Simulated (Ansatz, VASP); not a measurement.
## Two plane-wave programs on BeTlMo

```
Be Tl Mo
1.0
     3.90438    0.00000    0.00000
     0.00000    3.90438    0.00000
     0.00000    0.00000    6.80067
Be Tl Mo
2 2 2
Direct
  0.00000 0.50000 0.35100
  0.50000 0.00000 0.64900
  0.00000 0.00000 0.00000
  0.50000 0.50000 0.00000
  0.00000 0.50000 0.72700
  0.50000 0.00000 0.27300
```

Alike in both runs: task relaxation of cell and atoms; functional PBE; k mesh 4 × 4 × 4; occupations gaussian, width 0.1 eV; no spin polarisation.

|  | VASP | Ansatz |
| --- | --- | --- |
| version | VASP 6.6.1 | Ansatz 0.2.0 |
| potentials or method | VASP PAW PBE potentials, release 64 (Be, Tl_d, Mo_sv), cutoff 600 eV | scalar-relativistic, plane waves, PAW |
| valence electrons in the cell | 58 | 58 |

VASP gave:

```
gap on the k mesh at the Fermi level, each at its own relaxed structure (eV) : none
relaxed volume (Å³/atom)                                                     : 16.65
relaxed length of the cell vector where the two differ most in proportion (Å)              : 3.864
```

Which values does Ansatz return?

gap on the k mesh at the Fermi level, each at its own relaxed structure (eV): none; relaxed volume (Å³/atom): 16.63; relaxed length of the cell vector where the two differ most in proportion (Å): 3.862.

A gap of «none» marks a metal or a gap that the smearing closes.

The k mesh is coarse, so the values compare programs but aren't converged. Spin-orbit coupling is off throughout.
